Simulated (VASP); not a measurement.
Here is a VASP 6.6.1 calculation.

Contents of INCAR:

```
SYSTEM = BaZrO3
  PREC = Accurate
  ENCUT = 520
  EDIFF = 1E-7
  ISMEAR = 0
  SIGMA = 0.05
  LREAL = .FALSE.
  LASPH = .TRUE.
  NELM = 80
  ALGO = Normal
  ISIF = 2
  LWAVE = .FALSE.
  LCHARG = .FALSE.
  GGA = CA
  NBANDS = 28
```

KPOINTS

```
regular mesh
0
G
  6 6 6
  0 0 0
```

File POSCAR:

```
BaZrO3
1.0
    4.2615092777      0.0000000000      0.0000000000
    0.0000000000      4.6036742562      0.0000000000
    0.0000000000      0.0000000000      4.1474542849
Ba Zr O
1 1 3
Direct
    0.5000000000      0.5000000000      0.5000000000
    0.0000000000      0.0000000000      0.0000000000
    0.5000000000      0.0000000000      0.0000000000
    0.0000000000      0.5000000000      0.0000000000
    0.0000000000      0.0000000000      0.5000000000
```

Potentials or basis: VASP PAW LDA potentials, release 64 (Ba_sv, Zr_sv, O).

Command:

```console
$ cat potpaw_LDA.64/Ba_sv/POTCAR potpaw_LDA.64/Zr_sv/POTCAR potpaw_LDA.64/O/POTCAR > POTCAR
$ mpirun -np 1 vasp_std > vasp.out
```

Task: Estimate the pressure.

Result: -14.6 GPa.

Task: What does it give for the band gap on the k mesh?

Result: 2.63 eV, indirect (least direct gap 2.94 eV).

Stress tensor (GPa, compression positive):
```
-13.51   0.00   0.00
  0.00 -22.34   0.00
  0.00   0.00  -7.89
```

Caveat: the cell differs from its parent crystal (normal strain along x +0.0275, normal strain along y +0.1100); spin-orbit coupling is left out, which moves the levels of the heavy elements. A k mesh can miss the band edges.
